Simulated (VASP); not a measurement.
# Co (Pm-3m) in VASP: further runs

Co is run at these levels: PBEsol; tasks: single point, relaxation of cell and atoms.

All numbers are computed with VASP 6.6.1; they aren't measurements. Logs are shortened: lines on timing, memory, paths and dates and some standing lists are left out, and cuts for length are marked.

## 1. The cell of the first run

Symmetry: Pm-3m, No. 221, cubic system. Conventional cell: a = 2.182 Å, b = 2.182 Å, c = 2.182 Å, α = 90.00°, β = 90.00°, γ = 90.00°. Co (site symmetry m-3m) has 6 Co at 2.18 Å within 2.9 Å.

## 2. Single point, PBEsol, collinear spin, ferromagnetic start

The input, INCAR:

```
PREC = Accurate
ENCUT = 520
EDIFF = 1E-7
ISMEAR = -1
SIGMA = 0.08
LREAL = F
LASPH = T
NELM = 150
ALGO = Normal
ISIF = 2
LWAVE = F
LCHARG = F
ISPIN = 2
MAGMOM = 1.7
LORBIT = 11
LMAXMIX = 4
GGA = PS
NBANDS = 14
```

The input, KPOINTS:

```
Automatic mesh
0
Gamma
  18 18 18
```

The input, POSCAR:

```
Co
1.0
    2.1815753065      0.0000000000      0.0000000000
    0.0000000000      2.1815753065      0.0000000000
    0.0000000000      0.0000000000      2.1815753065
Co
1
Direct
    0.0000000000      0.0000000000      0.0000000000
```

Potentials or basis: VASP PAW PBE potentials, release 64 (Co).

Run with:

```bash
cat potpaw_PBE.64/Co/POTCAR > POTCAR
mpirun -np 1 vasp_std > vasp.out
```

OUTCAR:

```text
PREC = Accurate
   ENCUT = 520
   EDIFF = 1E-7
   ISMEAR = -1
   LREAL = F
   LASPH = T
   NELM = 150
   ISIF = 2
   ISPIN = 2
   LORBIT = 11
   GGA = PS

 ion  position               nearest neighbor table
   1  0.000  0.000  0.000-

  LATTYP: Found a simple cubic cell.
 ALAT       =     2.1815753065

  Lattice vectors:

 A1 = (   2.1815753065,   0.0000000000,   0.0000000000)
 A2 = (   0.0000000000,   2.1815753065,   0.0000000000)
 A3 = (   0.0000000000,   0.0000000000,   2.1815753065)

Analysis of symmetry for initial positions (statically):
=====================================================================
 Subroutine PRICEL returns:
 Original cell was already a primitive cell.

 Routine SETGRP: Setting up the symmetry group for a
 simple cubic supercell.

 Subroutine GETGRP returns: Found 48 space group operations
 (whereof 48 operations were pure point group operations)
 out of a pool of 48 trial point group operations.

The static configuration has the point symmetry O_h .

Analysis of symmetry for dynamics (positions and initial velocities):
=====================================================================
 Subroutine PRICEL returns:
 Original cell was already a primitive cell.

 Routine SETGRP: Setting up the symmetry group for a
 simple cubic supercell.

 Subroutine GETGRP returns: Found 48 space group operations
 (whereof 48 operations were pure point group operations)
 out of a pool of 48 trial point group operations.

The dynamic configuration has the point symmetry O_h .

Analysis of structural, dynamic, and magnetic symmetry:
=====================================================================
 Subroutine PRICEL returns:
 Original cell was already a primitive cell.

 Routine SETGRP: Setting up the symmetry group for a
 simple cubic supercell.

 Subroutine GETGRP returns: Found 48 space group operations
 (whereof 48 operations were pure point group operations)
 out of a pool of 48 trial point group operations.

The overall configuration has the point symmetry O_h .

 Subroutine INISYM returns: Found 48 space group operations
 (whereof 48 operations are pure point group operations),
 and found     1 'primitive' translations

----------------------------------------------------------------------------------------

                                     Primitive cell

  volume of cell :      10.3827

  direct lattice vectors                    reciprocal lattice vectors
     2.181575307  0.000000000  0.000000000     0.458384360  0.000000000  0.000000000
     0.000000000  2.181575307  0.000000000     0.000000000  0.458384360  0.000000000
     0.000000000  0.000000000  2.181575307     0.000000000  0.000000000  0.458384360

  length of vectors
     2.181575307  2.181575307  2.181575307     0.458384360  0.458384360  0.458384360

  position of ions in fractional coordinates (direct lattice)
     0.000000000  0.000000000  0.000000000

  ion indices of the primitive-cell ions
   primitive index   ion index
                 1           1

----------------------------------------------------------------------------------------

 KPOINTS: Automatic mesh

Automatic generation of k-mesh.
 Grid dimensions read from file:
 generate k-points for:   18   18   18

 Generating k-lattice:

  Cartesian coordinates                     Fractional coordinates (reciprocal lattice)
     0.025465798  0.000000000  0.000000000     0.055555556  0.000000000  0.000000000
     0.000000000  0.025465798  0.000000000     0.000000000  0.055555556  0.000000000
     0.000000000  0.000000000  0.025465798     0.000000000  0.000000000  0.055555556

  Length of vectors
     0.025465798  0.025465798  0.025465798

  Shift w.r.t. Gamma in fractional coordinates (k-lattice)
     0.000000000  0.000000000  0.000000000

 Subroutine IBZKPT returns following result:
 ===========================================

 Found    220 irreducible k-points:

 Following reciprocal coordinates:
            Coordinates               Weight
  0.000000  0.000000  0.000000      1.000000
  0.055556  0.000000  0.000000      6.000000
  0.111111  0.000000  0.000000      6.000000
  0.166667  0.000000  0.000000      6.000000
  0.222222  0.000000  0.000000      6.000000
  0.277778  0.000000  0.000000      6.000000
[... 16 lines left out ...]
  0.277778  0.111111  0.000000     24.000000
  0.333333  0.111111  0.000000     24.000000
 [... further k-points ...]
   k-points           NKPTS =    220   k-points in BZ     NKDIM =    220   number of bands    NBANDS=     14
   number of dos      NEDOS =    301   number of ions     NIONS =      1
   total plane-waves  NPLWV =   4096
   dimension x,y,z NGX =    16 NGY =   16 NGZ =   16
   dimension x,y,z NGXF=    32 NGYF=   32 NGZF=   32
   ions per type =               1
   NGX,Y,Z   is equivalent  to a cutoff of  12.19, 12.19, 12.19 a.u.
   NGXF,Y,Z  is equivalent  to a cutoff of  24.39, 24.39, 24.39 a.u.
 SYSTEM =  unknown system
   PREC   = accura    normal or accurate (medium, high low for compatibility)
   ISTART =      0    job   : 0-new  1-cont  2-samecut
   ICHARG =      2    charge: 1-file 2-atom 10-const
   ISPIN  =      2    spin polarized calculation?
   LNONCOLLINEAR =      F non collinear calculations
   LSORBIT =      F    spin-orbit coupling
   LASPH  =      T    aspherical Exc in radial PAW
   ENCUT  =  520.0 eV  38.22 Ry    6.18 a.u.   4.06  4.06  4.06*2*pi/ulx,y,z
   NELM   =    150;   NELMIN=  2; NELMDL= -5     # of ELM steps
   EDIFF  = 0.1E-06   stopping-criterion for ELM
   LREAL  =      F    real-space projection
   EDIFFG = 0.1E-05   stopping-criterion for IOM
   NSW    =      0    number of steps for IOM
   IBRION =     -1    ionic relax: 0-MD 1-quasi-New 2-CG
   NFREE  =      0    steps in history (QN), initial steepest desc. (CG)
   ISIF   =      2    stress and relaxation
   ISYM   =      2    0-nonsym 1-usesym 2-fastsym
   POTIM  = 0.5000    time-step for ionic-motion
   TEBEG  =    0.0;   TEEND  =   0.0 temperature during run
   PSTRESS=    0.0 pullay stress
   NELECT =       9.0000    total number of electrons
   NUPDOWN=      -1.0000    fix difference up-down
   EMIN   =  10.00;   EMAX   =-10.00  energy-range for DOS
   EFERMI =   0.00;   METHOD = LEGACY
   ISMEAR =    -1;   SIGMA  =   0.08  broadening in eV -4-tet -1-fermi 0-gaus
   EFERMI_NEDOS =   21; number of points for ismear=-14 and -15
   IALGO  =     38    algorithm
   IMIX   =      4    mixing-type and parameters
     AMIX     =   0.40;   BMIX     =  1.00
     AMIX_MAG =   1.60;   BMIX_MAG =  1.00
  volume/ion in A,a.u.               =      10.38        70.07
  Fermi-wavevector in a.u.,A,eV,Ry     =   1.560937  2.949744 33.150939  2.436525
  Thomas-Fermi vector in A             =   2.664076
   LORBIT       =     11    0 simple, 1 ext, 2 COOP (PROOUT), +10 PAW based schemes
   GGA     = PS    functional components
   LHFCALC =     F    Hartree Fock is set to
   AEXX    =    0.0000 exact exchange contribution
   IVDW    =     0    specifies the selected vdW correction
   LEPSILON=     F    determine dielectric tensor
   LRPA    =     F    only Hartree local field effects (RPA)
 spin polarized calculation
  energy-cutoff  :      520.00
  volume of cell :       10.38
 maximum number of plane-waves:       292
   NGX =  9   NGY =  9   NGZ =  9

 number of electron       9.0000009 magnetization       1.4300224

 Free energy of the ion-electron system (eV)
  ---------------------------------------------------
  ext. energy  EPLUGINS =         0.00000000
  ---------------------------------------------------
  free energy    TOTEN  =        -6.76423018 eV

  energy without entropy =       -6.73633771  energy(sigma->0) =       -6.75028395

 E-fermi :  11.0290     XC(G=0): -13.7411

 val. band max:       11.0251665153   @ k =   0.2778   0.1111   0.1111
 cond. band min:      11.0293701298   @ k =   0.4444   0.3889   0.3889
 fundamental gap:      0.0042036145
 Fermi energy:        11.0290233495

 spin component 1

 k-point     1 :       0.0000    0.0000    0.0000
  band No.  band energies     occupation
      1       1.5856      1.00000
      2       5.9963      1.00000
      3       5.9963      1.00000
      4      10.5582      0.99723
      5      10.5582      0.99723
      6      10.5582      0.99723
      7      32.6326      0.00000
      8      32.6326      0.00000
      9      32.6326      0.00000
     10      37.1540      0.00000
     11      37.1540      0.00000
     12      42.1862      0.00000
     13      48.2391      0.00000
     14      55.4860      0.00000

 k-point     2 :       0.0556    0.0000    0.0000
  band No.  band energies     occupation
      1       1.6930      1.00000
      2       6.0146      1.00000
      3       6.0587      1.00000
      4      10.5057      0.99856
      5      10.5057      0.99856
      6      10.5624      0.99708
      7      31.2981      0.00000
      8      32.7835      0.00000
      9      32.7835      0.00000
     10      37.1376      0.00000
     11      38.1293      0.00000
     12      42.6995      0.00000
     13      48.2488      0.00000
     14      54.6927      0.00000
[... 343 lines left out ...]
      1       4.2789      1.00000
      2       6.5551      1.00000
      3       7.4658      1.00000
      4       9.5266      1.00000
      5       9.6265      1.00000
      6      10.4572      0.99921
      7      21.9480      0.00000
      8      31.4650      0.00000
      9      36.6162      0.00000
     10      38.2353      0.00000
     11      42.7442      0.00000
     12      46.0419      0.00000
     13      47.6921      0.00000
     14      50.5335      0.00000

 k-point    24 :       0.3333    0.1111    0.0000
  band No.  band energies     occupation
      1       5.0244      1.00000
      2       6.6684      1.00000
      3       7.7661      1.00000
      4       9.3845      1.00000
      5       9.5733      1.00000
      6      10.4834      0.99891
      7      19.8577      0.00000
      8      32.3695      0.00000
      9      37.9445      0.00000
     10      38.2307      0.00000
     11      41.5888      0.00000
     12      46.1377      0.00000
     13      47.4738      0.00000
     14      48.6700      0.00000

 [... further k-points ...]

 spin component 2

 k-point     1 :       0.0000    0.0000    0.0000
  band No.  band energies     occupation
      1       1.7768      1.00000
      2       6.9840      1.00000
      3       6.9840      1.00000
      4      12.3747      0.00000
      5      12.3747      0.00000
      6      12.3747      0.00000
      7      32.9801      0.00000
      8      32.9801      0.00000
      9      32.9801      0.00000
     10      37.4918      0.00000
     11      37.4918      0.00000
     12      42.4117      0.00000
     13      51.2312      0.00000
     14      55.7927      0.00000

 k-point     2 :       0.0556    0.0000    0.0000
  band No.  band energies     occupation
      1       1.8845      1.00000
      2       7.0039      1.00000
      3       7.0464      1.00000
      4      12.3163      0.00000
      5      12.3163      0.00000
      6      12.3793      0.00000
      7      31.6509      0.00000
      8      33.1353      0.00000
      9      33.1353      0.00000
     10      37.4678      0.00000
     11      38.4491      0.00000
     12      42.9564      0.00000
     13      51.2264      0.00000
     14      54.9907      0.00000
[... 343 lines left out ...]
      1       4.5455      1.00000
      2       7.5744      1.00000
      3       8.4009      1.00000
      4      11.1587      0.16508
      5      11.3496      0.01786
      6      12.2629      0.00000
      7      22.4488      0.00000
      8      31.8367      0.00000
      9      37.0401      0.00000
     10      38.3937      0.00000
     11      43.0422      0.00000
     12      46.5034      0.00000
     13      50.2153      0.00000
     14      51.0429      0.00000

 k-point    24 :       0.3333    0.1111    0.0000
  band No.  band energies     occupation
      1       5.3722      1.00000
      2       7.6960      1.00000
      3       8.6785      1.00000
      4      11.0757      0.35819
      5      11.0863      0.32819
      6      12.2917      0.00000
      7      20.4397      0.00000
      8      32.7176      0.00000
      9      38.3614      0.00000
     10      38.3811      0.00000
     11      41.9381      0.00000
     12      46.5524      0.00000
     13      49.0848      0.00000
     14      49.2706      0.00000

 [... further k-points ...]
[... 5 lines left out ...]
  --------------------------------------------------------------------------------------
  -------------------------------------------------------------------------------------
  Total        2.0826820      2.0826820      2.0826820      0.0000000     -0.0000000     -0.0000000
  in kB      321.3830118    321.3830118    321.3830118      0.0000000     -0.0000000     -0.0000000
  external PRESSURE =     321.3830118 kB  Pullay stress =       0.0000000 kB

 VOLUME and BASIS-vectors are now :
 -----------------------------------------------------------------------------
  energy-cutoff  :      520.00
  volume of cell :       10.38
      direct lattice vectors                 reciprocal lattice vectors
     2.181575307  0.000000000  0.000000000     0.458384360  0.000000000  0.000000000
     0.000000000  2.181575307  0.000000000     0.000000000  0.458384360  0.000000000
     0.000000000  0.000000000  2.181575307     0.000000000  0.000000000  0.458384360

 POSITION                                       TOTAL-FORCE (eV/Angst)
 -----------------------------------------------------------------------------------
      0.00000      0.00000      0.00000         0.000000      0.000000      0.000000
 -----------------------------------------------------------------------------------
    total drift:                                0.000000      0.000000      0.000000

  FREE ENERGIE OF THE ION-ELECTRON SYSTEM (eV)
  ---------------------------------------------------
  free  energy   TOTEN  =        -6.7642301815 eV

  energy  without entropy=       -6.7363377108  energy(sigma->0) =       -6.75028395

 total charge

# of ion       s       p       d       tot
------------------------------------------
    1        0.572   0.550   7.445   8.567

 magnetization (x)

# of ion       s       p       d       tot
------------------------------------------
    1        0.007  -0.000   1.413   1.420
```

It took 13 s on 1 thread of Intel Xeon 6975P-C (Granite Rapids), shared host; peak memory 0.16 GiB.

Results:

| Property | Result |
| --- | --- |
| Free energy | -6.7642 eV |
| Pressure | 32.1 GPa |
| Net moment | 1.43 μB per cell |
| Site moments | Co +1.42 μB |
| Valence electrons inside the program's atomic spheres | Co 8.57 |

Caveat: the PAW data sets were made with another functional, which shifts forces and pressure a little.

## 3. Single point, PBEsol, collinear spin, ferromagnetic start

The input, INCAR:

```
  PREC = Accurate
  ENCUT = 520
  EDIFF = 1E-7
  ISMEAR = -1
  SIGMA = 0.08
  LREAL = F
  LASPH = T
  NELM = 150
  ALGO = Normal
  ISIF = 2
  LWAVE = F
  LCHARG = F
  ISPIN = 2
  MAGMOM = 1.7
  LORBIT = 11
  LMAXMIX = 4
  GGA = PS
  NBANDS = 14
```

KPOINTS is that of step 2.

The input, POSCAR:

```
Co
1.0
    2.1813091522      0.0000000000      0.0000000000
    0.0000000000      2.1813091522      0.0000000000
    0.0000000000      0.0000000000      2.1813091522
Co
1
Direct
    0.0000000000      0.0000000000      0.0000000000
```

Potentials or basis: VASP PAW PBE potentials, release 64 (Co).

Run with:

```bash
cat potpaw_PBE.64/Co/POTCAR > POTCAR
mpirun -np 1 vasp_std > vasp.out
```

OUTCAR:

```text
PREC = Accurate
   ENCUT = 520
   EDIFF = 1E-7
   ISMEAR = -1
   LREAL = F
   LASPH = T
   NELM = 150
   ISIF = 2
   ISPIN = 2
   LORBIT = 11
   GGA = PS

 ion  position               nearest neighbor table
   1  0.000  0.000  0.000-

  LATTYP: Found a simple cubic cell.
 ALAT       =     2.1813091522

  Lattice vectors:

 A1 = (   2.1813091522,   0.0000000000,   0.0000000000)
 A2 = (   0.0000000000,   2.1813091522,   0.0000000000)
 A3 = (   0.0000000000,   0.0000000000,   2.1813091522)

Analysis of symmetry for initial positions (statically):
[... 1021 lines left out ...]
  Total        2.0891165      2.0891165      2.0891165      0.0000000      0.0000000      0.0000000
  in kB      322.4939560    322.4939560    322.4939560      0.0000000      0.0000000      0.0000000
  external PRESSURE =     322.4939560 kB  Pullay stress =       0.0000000 kB

 VOLUME and BASIS-vectors are now :
 -----------------------------------------------------------------------------
  energy-cutoff  :      520.00
  volume of cell :       10.38
      direct lattice vectors                 reciprocal lattice vectors
     2.181309152  0.000000000  0.000000000     0.458440290  0.000000000  0.000000000
     0.000000000  2.181309152  0.000000000     0.000000000  0.458440290  0.000000000
     0.000000000  0.000000000  2.181309152     0.000000000  0.000000000  0.458440290

 POSITION                                       TOTAL-FORCE (eV/Angst)
 -----------------------------------------------------------------------------------
      0.00000      0.00000      0.00000         0.000000      0.000000      0.000000
 -----------------------------------------------------------------------------------
    total drift:                               -0.000000     -0.000000      0.000000

  FREE ENERGIE OF THE ION-ELECTRON SYSTEM (eV)
  ---------------------------------------------------
  free  energy   TOTEN  =        -6.7634657997 eV

  energy  without entropy=       -6.7355917071  energy(sigma->0) =       -6.74952875

 total charge

# of ion       s       p       d       tot
------------------------------------------
    1        0.572   0.551   7.445   8.568

 magnetization (x)

# of ion       s       p       d       tot
------------------------------------------
    1        0.007  -0.000   1.413   1.420
```

stdout:

```text
POSCAR found type information on POSCAR Co
 POSCAR found :  1 types and       1 ions
 scaLAPACK will be used
 -----------------------------------------------------------------------------
|                                                                             |
|                                                                             |
|     You enforced a specific xc type in the INCAR file but a different       |
|     I HOPE YOU KNOW WHAT YOU ARE DOING!                                     |
|                                                                             |
 -----------------------------------------------------------------------------

 LDA part: xc-table for (Slater+PW92), standard interpolation
 POSCAR, INCAR and KPOINTS ok, starting setup
 FFT: planning ... GRIDC
 FFT: planning ... GRID_SOFT
 FFT: planning ... GRID
 WAVECAR not read
 entering main loop
```

It took 13 s on 1 thread of Intel Xeon 6975P-C (Granite Rapids), shared host; peak memory 0.15 GiB.

What came out:

```
Free energy                                           : -6.7635 eV
Pressure                                              : 32.2 GPa
Net moment                                            : 1.43 μB per cell
Site moments                                          : Co +1.42 μB
Valence electrons inside the program's atomic spheres : Co 8.57
```

Caveat: the PAW data sets were made with another functional, which shifts forces and pressure a little.

(Continued in part 2 of 3.)
